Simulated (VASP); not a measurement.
**GaSb: single point with PBEsol**

GaSb:

```xyz
2
Lattice="4.3213 0.0000 0.0000 0.0000 6.1112 0.0000 2.1606 -3.0556 2.1606" Properties=species:S:1:pos:R:3 pbc="T T T"
Ga    0.0000    0.0000    0.0000
Sb    2.1606    4.5834    0.0000
```

- Program: VASP 6.6.1
- Task: single point
- Functional: PBEsol
- Potentials or basis: VASP PAW PBE potentials, release 64 (Ga_d, Sb)
- Cutoff: 520 eV
- k mesh: 8 × 6 × 16
- Occupations: gaussian, width 0.1 eV
- Spin: no spin polarisation

```json
{
  "Pressure": "0.1 GPa"
}
```

Levels at points of the mesh, in eV from the Fermi level:
```tsv
k point	band 6	band 7	band 8	band 9	band 10	band 11	band 12	band 13
(0.00, 0.00, 0.00)	-11.59	-0.06	-0.06	-0.06	-0.04	2.70	2.70	2.70
(0.50, 0.00, 0.00)	-9.11	-6.91	-2.66	-2.66	0.78	1.09	8.63	8.63
(0.00, 0.50, 0.00)	-9.95	-6.47	-1.22	-1.22	0.29	3.66	3.66	6.26
(0.50, 0.50, 0.00)	-9.95	-6.47	-1.22	-1.22	0.29	3.66	3.66	6.26
(0.00, 0.00, 0.50)	-9.11	-6.91	-2.66	-2.66	0.78	1.09	8.63	8.63
(0.50, 0.00, 0.50)	-9.11	-6.91	-2.66	-2.66	0.78	1.09	8.63	8.63
(0.00, 0.50, 0.50)	-9.95	-6.47	-1.22	-1.22	0.29	3.66	3.66	6.26
(0.50, 0.50, 0.50)	-9.95	-6.47	-1.22	-1.22	0.29	3.66	3.66	6.26
```

Run time: 5.8 min on 1 thread of Intel(R) Xeon(R) Platinum 8259CL CPU @ 2.50GHz (Skylake/Cascade Lake), with other jobs on the host, peak memory 0.51 GiB.

Caveat: the PAW data sets were made with another functional, which shifts forces and pressure a little; spin-orbit coupling is left out, which moves the levels of the heavy elements.
